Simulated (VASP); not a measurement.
# CuO (Cc) in VASP: a series of runs

CuO is run at these levels: PBEsol; tasks: single point.

All numbers are computed with VASP 6.6.1; they aren't measurements. Logs are shortened: lines on timing, memory, paths and dates and some standing lists are left out, and cuts for length are marked.

## 1. The cell of the first run

The structure is monoclinic, space group Cc (No. 9). Conventional cell: a = 4.689 Å, b = 3.427 Å, c = 5.132 Å, α = 90.00°, β = 99.65°, γ = 90.00°. Cu (site symmetry 1) has 4 O at 1.91 to 2.02 Å within 2.5 Å. O (site symmetry 1) has 4 Cu at 1.91 to 2.02 Å within 2.5 Å.

## 2. Single point, PBEsol

File INCAR:

```
ALGO = Normal
EDIFF = 1E-6
ENCUT = 520
GGA = PS
ISIF = 2
ISMEAR = 1
LASPH = T
LCHARG = F
LREAL = F
LWAVE = F
NBANDS = 25
NELM = 80
PREC = Accurate
SIGMA = 0.02
```

File KPOINTS:

```
k-points
0
Gamma
  16 16 8
```

File POSCAR:

```
CuO
1.0
    2.3446500000     -1.7134000000      0.0000000000
    2.3446500000      1.7134000000      0.0000000000
   -0.8605500000      0.0000000000      5.0594400000
Cu O
2 2
Direct
    0.0032000000      0.4968000000      0.0000000000
    0.4968000000      0.0032000000      0.5000000000
    0.5714000000      0.4056000000      0.2537000000
    0.4056000000      0.5714000000      0.7537000000
```

Potentials or basis: VASP PAW PBE potentials, release 64 (Cu, O).

Launch:

```console
$ cat potpaw_PBE.64/Cu/POTCAR potpaw_PBE.64/O/POTCAR > POTCAR
$ mpirun -np 1 vasp_std > vasp.out
```

OUTCAR:

```text
EDIFF = 1E-6
   ENCUT = 520
   GGA = PS
   ISIF = 2
   ISMEAR = 1
   LASPH = T
   LREAL = F
   NELM = 80
   PREC = Accurate

 ion  position               nearest neighbor table
   1  0.003  0.497  0.000-   4 1.91   3 1.93   4 1.98   3 2.02
   2  0.497  0.003  0.500-   3 1.91   4 1.93   3 1.98   4 2.02
   3  0.571  0.406  0.254-   2 1.91   1 1.93   2 1.98   1 2.02
   4  0.406  0.571  0.754-   1 1.91   2 1.93   1 1.98   2 2.02

  LATTYP: Found a base centered monoclinic cell.
 ALAT       =     4.6893000000
 B/A-ratio  =     0.7307700510
 C/A-ratio  =     1.0944283424
 COS(beta)  =    -0.1676798048

  Lattice vectors:

 A1 = (   2.3446500000,  -1.7134000000,   0.0000000000)
 A2 = (   2.3446500000,   1.7134000000,   0.0000000000)
 A3 = (  -0.8605500000,   0.0000000000,   5.0594400000)

Analysis of symmetry for initial positions (statically):
=====================================================================
 Subroutine PRICEL returns:
 Original cell was already a primitive cell.

 Routine SETGRP: Setting up the symmetry group for a
 base centered monoclinic supercell.

 Subroutine GETGRP returns: Found  2 space group operations
 (whereof  1 operations were pure point group operations)
 out of a pool of  4 trial point group operations.

The static configuration has the point symmetry C_1 .
 The point group associated with its full space group is C_1h.

Analysis of symmetry for dynamics (positions and initial velocities):
=====================================================================
 Subroutine PRICEL returns:
 Original cell was already a primitive cell.

 Routine SETGRP: Setting up the symmetry group for a
 base centered monoclinic supercell.

 Subroutine GETGRP returns: Found  2 space group operations
 (whereof  1 operations were pure point group operations)
 out of a pool of  4 trial point group operations.

The dynamic configuration has the point symmetry C_1 .
 The point group associated with its full space group is C_1h.

 Subroutine INISYM returns: Found  2 space group operations
 (whereof  1 operations are pure point group operations),
 and found     1 'primitive' translations

----------------------------------------------------------------------------------------

                                     Primitive cell

  volume of cell :      40.6508

  direct lattice vectors                    reciprocal lattice vectors
     2.344650000 -1.713400000  0.000000000     0.213251445 -0.291817439  0.036271510
     2.344650000  1.713400000  0.000000000     0.213251445  0.291817439  0.036271510
    -0.860550000  0.000000000  5.059440000     0.000000000  0.000000000  0.197650333

  length of vectors
     2.903984019  2.903984019  5.132102826     0.363248151  0.363248151  0.197650333

  position of ions in fractional coordinates (direct lattice)
     0.003200000  0.496800000  0.000000000
     0.496800000  0.003200000  0.500000000
     0.571400000  0.405600000  0.253700000
     0.405600000  0.571400000  0.753700000

  ion indices of the primitive-cell ions
   primitive index   ion index
                 1           1
                 2           2
                 3           3
                 4           4

----------------------------------------------------------------------------------------

 KPOINTS: k-points

Automatic generation of k-mesh.
 Grid dimensions read from file:
 generate k-points for:   16   16    8

 Generating k-lattice:

  Cartesian coordinates                     Fractional coordinates (reciprocal lattice)
     0.013328215 -0.018238590  0.002266969     0.062500000 -0.000000000  0.000000000
     0.013328215  0.018238590  0.002266969    -0.000000000  0.062500000  0.000000000
     0.000000000  0.000000000  0.024706292     0.000000000  0.000000000  0.125000000

  Length of vectors
     0.022703009  0.022703009  0.024706292

  Shift w.r.t. Gamma in fractional coordinates (k-lattice)
     0.000000000  0.000000000  0.000000000

 Subroutine IBZKPT returns following result:
 ===========================================

 Found    554 irreducible k-points:

 Following reciprocal coordinates:
            Coordinates               Weight
  0.000000  0.000000  0.000000      1.000000
  0.062500  0.000000  0.000000      4.000000
  0.125000  0.000000  0.000000      4.000000
  0.187500  0.000000 -0.000000      4.000000
  0.250000  0.000000  0.000000      4.000000
  0.312500  0.000000  0.000000      4.000000
[... 16 lines left out ...]
 -0.125000  0.062500  0.000000      4.000000
 -0.062500  0.062500  0.000000      2.000000
 [... further k-points ...]
   k-points           NKPTS =    554   k-points in BZ     NKDIM =    554   number of bands    NBANDS=     25
   number of dos      NEDOS =    301   number of ions     NIONS =      4
   total plane-waves  NPLWV =  23040
   dimension x,y,z NGX =    24 NGY =   24 NGZ =   40
   dimension x,y,z NGXF=    48 NGYF=   48 NGZF=   80
   ions per type =               2   2
   NGX,Y,Z   is equivalent  to a cutoff of  13.74, 13.74, 12.96 a.u.
   NGXF,Y,Z  is equivalent  to a cutoff of  27.48, 27.48, 25.91 a.u.
 SYSTEM =  unknown system
   PREC   = accura    normal or accurate (medium, high low for compatibility)
   ISTART =      0    job   : 0-new  1-cont  2-samecut
   ICHARG =      2    charge: 1-file 2-atom 10-const
   ISPIN  =      1    spin polarized calculation?
   LNONCOLLINEAR =      F non collinear calculations
   LSORBIT =      F    spin-orbit coupling
   LASPH  =      T    aspherical Exc in radial PAW
   ENCUT  =  520.0 eV  38.22 Ry    6.18 a.u.   5.40  5.40  9.54*2*pi/ulx,y,z
   NELM   =     80;   NELMIN=  2; NELMDL= -5     # of ELM steps
   EDIFF  = 0.1E-05   stopping-criterion for ELM
   LREAL  =      F    real-space projection
[... 7 lines left out ...]
   TEBEG  =    0.0;   TEEND  =   0.0 temperature during run
   PSTRESS=    0.0 pullay stress
   NELECT =      34.0000    total number of electrons
   NUPDOWN=      -1.0000    fix difference up-down
   EMIN   =  10.00;   EMAX   =-10.00  energy-range for DOS
   EFERMI =   0.00;   METHOD = LEGACY
   ISMEAR =     1;   SIGMA  =   0.02  broadening in eV -4-tet -1-fermi 0-gaus
   EFERMI_NEDOS =   21; number of points for ismear=-14 and -15
   IALGO  =     38    algorithm
   IMIX   =      4    mixing-type and parameters
     AMIX     =   0.40;   BMIX     =  1.00
     AMIX_MAG =   1.60;   BMIX_MAG =  1.00
  volume/ion in A,a.u.               =      10.16        68.58
  Fermi-wavevector in a.u.,A,eV,Ry     =   1.542451  2.914810 32.370373  2.379155
  Thomas-Fermi vector in A             =   2.648254
   LORBIT       =      0    0 simple, 1 ext, 2 COOP (PROOUT), +10 PAW based schemes
   GGA     = PS    functional components
   LHFCALC =     F    Hartree Fock is set to
   AEXX    =    0.0000 exact exchange contribution
   IVDW    =     0    specifies the selected vdW correction
   LEPSILON=     F    determine dielectric tensor
   LRPA    =     F    only Hartree local field effects (RPA)
 non-spin polarized calculation
 Methfessel and Paxton  Order N= 1 SIGMA  =   0.02
  energy-cutoff  :      520.00
  volume of cell :       40.65
 maximum number of plane-waves:      1129
 NGX is ok and might be reduce to    24
   NGX = 11   NGY = 11   NGZ = 19

 number of electron      33.9999999 magnetization

 Free energy of the ion-electron system (eV)
  ---------------------------------------------------
  ext. energy  EPLUGINS =         0.00000000
  ---------------------------------------------------
  free energy    TOTEN  =       -21.29609244 eV

  energy without entropy =      -21.29611878  energy(sigma->0) =      -21.29610122

 E-fermi :   5.5108     XC(G=0): -12.1684

 val. band max:        5.5103900544   @ k =  -0.3125   0.0625   0.2500
 cond. band min:       5.5152973026   @ k =  -0.2500   0.3125   0.3750
 fundamental gap:      0.0049072482
 Fermi energy:         5.5107858385

 k-point     1 :       0.0000    0.0000    0.0000
  band No.  band energies     occupation
      1     -14.3322      2.00000
      2     -12.9866      2.00000
      3      -2.6742      2.00000
      4      -0.0470      2.00000
      5       0.3180      2.00000
      6       2.1253      2.00000
[... 17 lines left out ...]
     24      21.7230      0.00000
     25      22.1118      0.00000

 k-point     2 :       0.0625    0.0000    0.0000
  band No.  band energies     occupation
      1     -14.3051      2.00000
      2     -12.9778      2.00000
      3      -2.6303      2.00000
      4      -0.0538      2.00000
      5       0.3064      2.00000
      6       1.7491      2.00000
[... 17 lines left out ...]
     24      21.5502      0.00000
     25      22.3111      0.00000

 k-point     3 :       0.1250    0.0000    0.0000
  band No.  band energies     occupation
      1     -14.2265      2.00000
      2     -12.9526      2.00000
      3      -2.5039      2.00000
      4      -0.0777      2.00000
      5       0.2773      2.00000
      6       1.1223      2.00000
[... 17 lines left out ...]
     24      21.0706      0.00000
     25      22.1777      0.00000

 k-point     4 :       0.1875    0.0000   -0.0000
  band No.  band energies     occupation
      1     -14.1055      2.00000
      2     -12.9147      2.00000
      3      -2.3115      2.00000
      4      -0.1236      2.00000
      5       0.2073      2.00000
      6       0.4778      2.00000
[... 17 lines left out ...]
     24      20.5389      0.00000
     25      21.8893      0.00000
[... 477 lines left out ...]
 k-point    22 :      -0.1875    0.0625    0.0000
  band No.  band energies     occupation
      1     -14.0532      2.00000
      2     -12.8936      2.00000
      3      -2.2318      2.00000
      4      -0.1641      2.00000
      5       0.1469      2.00000
      6       0.3142      2.00000
[... 17 lines left out ...]
     24      19.8954      0.00000
     25      21.3005      0.00000

 k-point    23 :      -0.1250    0.0625    0.0000
  band No.  band energies     occupation
      1     -14.1800      2.00000
      2     -12.9340      2.00000
      3      -2.4322      2.00000
      4      -0.1099      2.00000
      5       0.2380      2.00000
      6       0.8885      2.00000
[... 17 lines left out ...]
     24      20.2929      0.00000
     25      21.7758      0.00000

 k-point    24 :      -0.0625    0.0625    0.0000
  band No.  band energies     occupation
      1     -14.2673      2.00000
      2     -12.9635      2.00000
      3      -2.5711      2.00000
      4      -0.0749      2.00000
      5       0.2801      2.00000
      6       1.4236      2.00000
[... 17 lines left out ...]
     24      20.8605      0.00000
     25      22.2527      0.00000

 [... further k-points ...]

------------------------ aborting loop because EDIFF is reached ----------------------------------------

  FORCE on cell =-STRESS in cart. coord.  units (eV):
  Direction    XX          YY          ZZ          XY          YZ          ZX
  --------------------------------------------------------------------------------------
  -------------------------------------------------------------------------------------
  Total       -0.6011527     -0.0203728     -0.9102713      0.0000000      0.0000000     -0.2898014
  in kB      -23.6933336     -0.8029559    -35.8766758      0.0000000      0.0000000    -11.4219934
  external PRESSURE =     -20.1243218 kB  Pullay stress =       0.0000000 kB

 VOLUME and BASIS-vectors are now :
 -----------------------------------------------------------------------------
  energy-cutoff  :      520.00
  volume of cell :       40.65
      direct lattice vectors                 reciprocal lattice vectors
     2.344650000 -1.713400000  0.000000000     0.213251445 -0.291817439  0.036271510
     2.344650000  1.713400000  0.000000000     0.213251445  0.291817439  0.036271510
    -0.860550000  0.000000000  5.059440000     0.000000000  0.000000000  0.197650333

 POSITION                                       TOTAL-FORCE (eV/Angst)
 -----------------------------------------------------------------------------------
      1.17233      0.84573      0.00000        -0.614056      0.336808      0.235614
      0.74205     -0.84573      2.52972        -0.614056     -0.336808      0.235614
      2.07240     -0.28408      1.28358         0.614056      0.370010     -0.235614
      1.64213      0.28408      3.81330         0.614056     -0.370010     -0.235614
 -----------------------------------------------------------------------------------
    total drift:                               -0.000252      0.000000     -0.000521

  FREE ENERGIE OF THE ION-ELECTRON SYSTEM (eV)
  ---------------------------------------------------
  free  energy   TOTEN  =       -21.2960924366 eV

  energy  without entropy=      -21.2961187829  energy(sigma->0) =      -21.29610122
```

Run time: 4.4 min. Hardware: 1 thread of Intel Xeon 6975P-C (Granite Rapids), shared host; peak memory 0.54 GiB.

What came out:

* Free energy: -21.2961 eV
* Pressure: -2.0 GPa
* Largest force: 0.755 eV/Å
* Band gap on the k mesh: zero (bands 17 and 18 overlap by 0.73 eV)

Forces on the atoms (eV/Å):
```
Cu  -0.614  0.337  0.236
Cu  -0.614 -0.337  0.236
O    0.614  0.370 -0.236
O    0.614 -0.370 -0.236
```

Stress tensor (GPa, compression positive):
```
-2.37  0.00 -1.14
 0.00 -0.08  0.00
-1.14  0.00 -3.59
```

Caveat: the PAW data sets were made with another functional, which shifts forces and pressure a little; semilocal functionals often make such compounds metallic where correlation or magnetic order opens a gap, which also shifts bond lengths. With open d or f shells a metallic result of PBEsol can be an artefact of self-interaction; +U or a hybrid may open a gap.

## 3. Single point, PBEsol

File INCAR:

```
SYSTEM = CuO
ALGO     = Normal         ! electronic algorithm
EDIFF    = 1E-6           ! SCF threshold, eV
ENCUT    = 820            ! plane-wave cutoff, eV
GGA      = PS             ! functional
GGA_COMPAT= .FALSE.      
ISIF     = 2              ! what is computed and relaxed
ISMEAR   = 0              ! smearing method
LASPH    = .TRUE.         ! aspherical terms in the spheres
LCHARG   = .TRUE.         ! write CHGCAR
LELF     = .TRUE.         ! ELF
LREAL    = .FALSE.        ! projectors in reciprocal space
LVHAR    = .TRUE.       
LWAVE    = .FALSE.        ! write WAVECAR
NBANDS   = 33             ! bands
NELM     = 120            ! most SCF steps
PREC     = Accurate       ! precision mode
SIGMA    = 0.01           ! smearing width, eV
```

File KPOINTS:

```
k-points
0
G
  8 8 4
  0 0 0
```

POSCAR is that of step 2.

Potentials or basis: VASP PAW PBE potentials, release 64 (Cu_sv_GW, O).

Launch:

```console
$ cat potpaw_PBE.64/Cu_sv_GW/POTCAR potpaw_PBE.64/O/POTCAR > POTCAR
$ mpirun -np 1 vasp_std > vasp.out
```

It took 2 min on 1 thread of Intel Xeon 6975P-C (Granite Rapids), shared host; peak memory 0.32 GiB.

Results (log left out):

```yaml
Free_energy: -21.4785 eV
Pressure: -3.4 GPa
Largest_force: 0.756 eV/Å
Band_gap_on_the_k_mesh: zero (bands 25 and 26 overlap by 0.68 eV)
```

Forces on the atoms (eV/Å):
```
Cu  -0.592  0.333  0.229
Cu  -0.592 -0.333  0.229
O    0.592  0.410 -0.229
O    0.592 -0.410 -0.229
```

Stress tensor (GPa, compression positive):
```
-3.83  0.00 -1.07
 0.00 -1.22  0.00
-1.07  0.00 -5.27
```

Levels at points of the mesh, in eV from the Fermi level:
```
           k point  band 21  band 22  band 23  band 24  band 25  band 26  band 27  band 28  band 29  band 30
(0.00, 0.00, 0.00)    -2.31    -2.20    -2.12    -1.62     0.22     0.92     1.61     5.85     8.05    13.16
(0.50, 0.00, 0.00)    -2.02    -1.58    -1.48    -1.38    -0.04     0.29     4.73     6.14     6.84    10.94
(0.50, 0.50, 0.00)    -2.11    -2.10    -1.66    -1.20    -0.64     1.07     3.20     6.89     8.40     9.86
(0.00, 0.00, 0.50)    -2.21    -2.21    -1.46    -1.46     0.24     0.24     3.82     3.82    11.51    11.51
(0.50, 0.00, 0.50)    -2.17    -2.12    -1.71    -1.58    -0.09     0.74     4.98     6.41     7.91     8.41
(0.50, 0.50, 0.50)    -1.64    -1.64    -1.29    -1.29    -0.42    -0.42     5.07     5.07     8.86     8.86
```

Caveat: the cell stands under tension; the PAW data sets were made with another functional, which shifts forces and pressure a little; semilocal functionals often make such compounds metallic where correlation or magnetic order opens a gap, which also shifts bond lengths. With open d or f shells a metallic result of PBEsol can be an artefact of self-interaction; +U or a hybrid may open a gap.
